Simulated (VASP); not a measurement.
Runs of VASP 6.6.1 on Ge2Sb2Te5. The structure is that of space group Cm (No. 8), or close to it. The cells are those of the table. 

| task | level | potentials or basis | cell | k mesh | cutoff (eV) | smearing | gap on the mesh (eV) | pressure (GPa) | largest force (eV/Å) |
| --- | --- | --- | --- | --- | --- | --- | --- | --- | --- |
| single point | PBE | VASP PAW PBE potentials, release 64 (Te, Sb, Ge_d) | a = 7.467, b = 7.523, c = 9.672 Å, angles 130.2, 130.1, 48.3°, 9 atoms | 4 × 4 × 3 | 520 | fermi-dirac 0.05 eV | - | -0.2 | 0.15 |
| single point | PBE | VASP PAW PBE potentials, release 64 (Te, Sb, Ge_d) | a = 7.579, b = 7.579, c = 9.829 Å, angles 131.1, 131.1, 47.6°, 9 atoms | 5 × 5 × 4 | 520 | fermi-dirac 0.05 eV | 0.23 | 0.0 | 0.02 |
| single point | RPBE+D4 | VASP PAW PBE potentials, release 64 (Te, Sb, Ge_d) | a = 7.404, b = 7.404, c = 9.546 Å, angles 130.7, 130.7, 48.5°, 9 atoms | 5 × 5 × 4 | 520 | fermi-dirac 0.05 eV | (a) | 0.0 | 0.02 |
| single point | revPBE+D4 | VASP PAW PBE potentials, release 64 (Te, Sb, Ge_d) | a = 7.432, b = 7.432, c = 9.587 Å, angles 130.8, 130.8, 48.4°, 9 atoms | 5 × 5 × 4 | 520 | fermi-dirac 0.05 eV | 0.11 | -0.1 | 0.02 |
| single point | LDA | VASP PAW LDA potentials, release 64 (Te, Sb, Ge_d) | a = 7.289, b = 7.289, c = 9.418 Å, angles 130.5, 130.5, 48.3°, 9 atoms | 5 × 5 × 4 | 520 | fermi-dirac 0.05 eV | 0.13 | 0.1 | 0.03 |
| single point | PBE | VASP PAW PBE potentials, release 64 (Te, Sb, Ge_d) | a = 7.495, b = 7.495, c = 9.672 Å, angles 130.1, 130.1, 48.3°, 9 atoms | 5 × 5 × 4 | 520 | gaussian 0.011 eV | 0.25 | -0.1 | 0.19 |
| relaxation of cell and atoms | PBE | VASP PAW PBE potentials, release 64 (Te, Sb, Ge_d) | relaxed to 2 GPa from a = 7.495, b = 7.495, c = 9.672 Å, angles 130.1, 130.1, 48.3°, 9 atoms | 4 × 4 × 3 | 600 | fermi-dirac 0.05 eV | 0.15 | 2.0 | 0.01 |
| single point | PBE+D4 | VASP PAW PBE potentials, release 64 (Te, Sb, Ge_d) | a = 7.457, b = 7.457, c = 9.625 Å, angles 130.8, 130.8, 48.2°, 9 atoms | 5 × 5 × 4 | 520 | fermi-dirac 0.05 eV | 0.13 | 0.0 | 0.02 |
| single point | PBEsol | VASP PAW PBE potentials, release 64 (Te, Sb, Ge_d) | a = 7.495, b = 7.495, c = 9.672 Å, angles 130.1, 130.1, 48.3°, 9 atoms | 5 × 5 × 4 | 520 | fermi-dirac 0.05 eV | 0.25 | -2.4 | (b) |
| single point | PBE | VASP PAW PBE potentials, release 64 (Te, Sb, Ge_d) | a = 7.394, b = 7.394, c = 9.542 Å, angles 130.1, 130.1, 48.3°, 9 atoms | 5 × 5 × 4 | 520 | fermi-dirac 0.05 eV | 0.22 | 1.9 | (c) |
| single point | PBE+D3(BJ) | VASP PAW PBE potentials, release 64 (Te, Sb, Ge_d) | a = 7.358, b = 7.358, c = 9.507 Å, angles 130.5, 130.5, 48.4°, 9 atoms | 5 × 5 × 4 | 520 | fermi-dirac 0.05 eV | 0.13 | 0.0 | 0.02 |

Alike in all rows: no spin polarisation.

Question: Estimate the missing entries.

Answer: (a) 0.10; (b) 0.21; (c) 0.30.

Caveats: spin-orbit coupling is left out, which moves the levels of the heavy elements; the PAW data sets were made with another functional, which shifts forces and pressure a little (some runs); the cell is relaxed towards a set pressure, so the enthalpy falls and the energy may rise (some runs).

A k mesh can miss the band edges, and the runs leave out spin-orbit coupling on Ge, Sb, Te.
